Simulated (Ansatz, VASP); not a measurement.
Two plane-wave programs on Mg2CdSe3

```
Mg Cd Se
1.0
     4.30085    0.00000    0.00000
    -2.15042    3.72464    0.00000
     0.00000    0.00000   20.87662
Mg Cd Se
4 2 6
Direct
  0.66667 0.33333 0.16740
  0.66667 0.33333 0.83026
  0.33333 0.66667 0.33026
  0.33333 0.66667 0.66740
  0.66667 0.33333 0.50091
  0.33333 0.66667 0.00092
  0.66667 0.33333 0.29195
  0.66667 0.33333 0.62939
  0.66667 0.33333 0.95509
  0.33333 0.66667 0.12939
  0.33333 0.66667 0.45509
  0.33333 0.66667 0.79195
```

Alike in both runs: task single point; functional PBE; k mesh 6 × 6 × 2; occupations gaussian, width 0.02 eV; no spin polarisation.

|  | VASP | Ansatz |
| --- | --- | --- |
| version | VASP 6.6.1 | Ansatz 0.2.0 |
| potentials or method | VASP PAW PBE potentials, release 64 (Mg, Cd, Se), cutoff 520 eV | scalar-relativistic, plane waves, PAW |
| valence electrons in the cell | 68 | 176 |

Ansatz gave:

* gap on the k mesh at the Fermi level (eV): 1.55
* least direct gap on the mesh (eV): 1.55
* pressure (GPa): 0.0
* rms of the force components (eV/Å): 0.001

Question: Which values does VASP return?

Answer: gap on the k mesh at the Fermi level (eV): 1.54; least direct gap on the mesh (eV): 1.54; pressure (GPa): 0.1; rms of the force components (eV/Å): 0.011.

Atom by atom the forces differ by 0.010 eV/Å (rms over components). With one functional, cell and mesh, what is left measures potentials, basis and numerics. VASP's potentials hold 68 valence electrons a cell and Ansatz's 176, so a difference there can come from the potentials and not from the codes.
